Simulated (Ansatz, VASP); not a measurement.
# NaCl: VASP beside Ansatz

Contents of POSCAR:

```
NaCl
1.0
    3.4595458397      0.0000000000      0.0000000000
    0.0000000000      3.4595458397      0.0000000000
    0.0000000000      0.0000000000      3.4595458397
Na Cl
1 1
Direct
    0.0000000000      0.0000000000      0.0000000000
    0.5000000000      0.5000000000      0.5000000000
```

File INCAR.step1:

```
SYSTEM = NaCl
PREC = Accurate ; ENCUT = 520
EDIFF = 1E-5 ; ISMEAR = 0
SIGMA = 0.01 ; LREAL = .False.
LASPH = .True. ; NELM = 60
ALGO = Normal ; ISIF = 2
LWAVE = .True. ; GGA = PE
NBANDS = 14
```

File INCAR.step2:

```
SYSTEM = NaCl
PREC = Accurate ; ENCUT = 520
EDIFF = 1E-6 ; ISMEAR = 0
SIGMA = 0.01 ; LREAL = .False.
LASPH = .True. ; NELM = 60
ALGO = Normal ; ISIF = 2
LWAVE = .False. ; LCHARG = .True.
GGA = PE ; LHFCALC = .True.
AEXX = 0.75 ; HFSCREEN = 0.5
PRECFOCK = Normal ; LELF = .True.
LVHAR = .True. ; ISTART = 1
NBANDS = 14
```

KPOINTS

```
regular mesh
0
Gamma
  4 4 4
  0 0 0
```

Input for Ansatz:

```yaml
crystal:
  lattice:
    - [3.4595458397, 0.0, 0.0]
    - [0.0, 3.4595458397, 0.0]
    - [0.0, 0.0, 3.4595458397]
  atoms:
    - { symbol: Na, position: [0.0, 0.0, 0.0] }
    - { symbol: Cl, position: [0.5, 0.5, 0.5] }
kpoints:
  mp_grid: { grid: [4, 4, 4] }
hamiltonian:
  xc: { exchange: pbe, correlation: pbe, exx: { coeff: 0.75, omega: 0.5 } }
scf:
  occupations: { method: fixed }
  n_extra_bands: 4
output:
  forces: true
  stress: true
  eigenvalues: true
```

Alike in both runs: task single point; functional PBE-based screened hybrid; k mesh 4 × 4 × 4; no spin polarisation.

```csv
,VASP,Ansatz
version,VASP 6.6.1,Ansatz 0.2.0
potentials or method,"VASP PAW PBE potentials, release 64 (Na_pv, Cl)",plane waves
plane-wave cutoff (eV),520,420
occupations,"gaussian, width 0.01 eV",fixed
valence electrons in the cell,14,16
```

|  | VASP | Ansatz | Ansatz less VASP |
| --- | --- | --- | --- |
| gap on the k mesh at the Fermi level (eV) | 6.27 | 6.31 | +0.040 |
| pressure (GPa) | -0.1 | -0.2 | -0.05 |

VASP's potentials were made for PBE, not for PBE-based screened hybrid. VASP's potentials hold 14 valence electrons a cell and Ansatz's 16, so a difference there can come from the potentials and not from the codes. Ansatz's warnings: stress exchange threshold loose, stress scf threshold loose.

The k mesh is coarse, so the values compare programs but aren't converged.
